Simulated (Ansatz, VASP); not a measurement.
One calculation of Re, two programs

File INCAR:

```
PREC = Accurate ; ENCUT = 520
EDIFF = 1E-7 ; ISMEAR = -1
SIGMA = 0.05 ; LREAL = False
LASPH = True ; NELM = 60
ALGO = Normal ; ISIF = 2
LWAVE = False ; LCHARG = False
GGA = PE ; NBANDS = 10
```

The input KPOINTS:

```
Automatic mesh
0
Gamma
  14 14 14
```

File POSCAR:

```
Re
1.0
    0.0000000000      1.9366468345      2.0540000000
    1.9366468345      0.0000000000      2.0540000000
    1.9366468345      1.9366468345      0.0000000000
Re
1
Direct
    0.0000000000      0.0000000000      0.0000000000
```

Input for Ansatz:

```yaml
crystal:
  lattice:
    - [0.0, 1.9366468345, 2.054]
    - [1.9366468345, 0.0, 2.054]
    - [1.9366468345, 1.9366468345, 0.0]
  atoms:
    - { symbol: Re, position: [0.0, 0.0, 0.0] }
kpoints:
  mp_grid: { grid: [14, 14, 14] }
scf:
  occupations: { method: fermi_dirac, width: 0.05 }
hamiltonian:
  xc: pbe
  pseudopotentials: { kind: all_electron, lapw: { basis_error: 0.00025 } }
output:
  forces: true
  stress: true
  eigenvalues: true
```

Change from the starting cell: z stretched by +4 % at fixed volume.

Alike in both runs: task single point; functional PBE; k mesh 14 × 14 × 14; occupations fermi-dirac, width 0.05 eV; no spin polarisation.

```csv
,VASP,Ansatz
version,VASP 6.6.1,Ansatz 0.2.0
potentials or method,"VASP PAW PBE potentials, release 64 (Re), cutoff 520 eV","all-electron LAPW, scalar-relativistic"
```

|  | VASP | Ansatz | Ansatz less VASP |
| --- | --- | --- | --- |
| pressure (GPa) | -9.4 | -8.6 | +0.80 |
| traceless stress, the component that is largest in VASP (GPa) | -10.12 | -10.26 | -0.135 |

Ansatz ran all-electron here, and VASP with PAW potentials.

Neither program's run includes spin-orbit coupling.
